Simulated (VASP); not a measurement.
Set up this calculation in VASP 6.6.1, as the native input.

```yaml
Task: single point
Functional: PBEsol
Potentials_or_basis: VASP PAW PBE potentials, release 64 (Ti_sv, O)
Cutoff: 520 eV
k_mesh: 6 × 6 × 3
Occupations: fermi-dirac, width 0.05 eV
Spin: no spin polarisation
Dipole_correction: no
Further_INCAR_settings: ALGO = Normal; EDIFF = 1e-07; NBANDS = 60
```

The structure of TiO2 lies in POSCAR:

```
TiO2
1.0
    6.0798646722     -1.8650547764      0.0002161995
    6.0798646722      1.8650547764      0.0002161995
   -1.9050046976      0.0000000000      6.2489326404
Ti O
4 8
Direct
    0.8990779524      0.8990779524      0.2914940498
    0.1950794872      0.1950794872      0.2836574719
    0.1009220476      0.1009220476      0.7085059502
    0.8049205128      0.8049205128      0.7163425281
    0.3617769392      0.3617769392      0.2949396605
    0.2637877043      0.2637877043      0.6518064987
    0.8661706555      0.8661706555      0.9965493784
    0.7362122957      0.7362122957      0.3481935013
    0.9417166889      0.9417166889      0.6301153267
    0.1338293445      0.1338293445      0.0034506216
    0.6382230608      0.6382230608      0.7050603395
    0.0582833111      0.0582833111      0.3698846733
```

One way to write it, as run:

INCAR

```
PREC = Accurate
ENCUT = 520
EDIFF = 1E-7
ISMEAR = -1
SIGMA = 0.05
LREAL = False
LASPH = True
NELM = 100
ALGO = Normal
ISIF = 2
LWAVE = False
LCHARG = False
GGA = PS
NBANDS = 60
```

KPOINTS

```
regular mesh
0
Gamma
  6 6 3
```

Potentials or basis: VASP PAW PBE potentials, release 64 (Ti_sv, O).

Run with:

```console
$ cat potpaw_PBE.64/Ti_sv/POTCAR potpaw_PBE.64/O/POTCAR > POTCAR
$ mpirun -np 1 vasp_std > vasp.out
```

It gave:

```
Pressure               : 0.7 GPa
Largest force          : 0.079 eV/Å
Band gap on the k mesh : 2.82 eV, indirect (least direct gap 2.99 eV)
```

Caveat: the PAW data sets were made with another functional, which shifts forces and pressure a little.

Run time: 5.7 min on 1 thread of AMD EPYC 9R45 96-Core Processor (Zen 5) (shared host), peak memory 0.41 GiB.
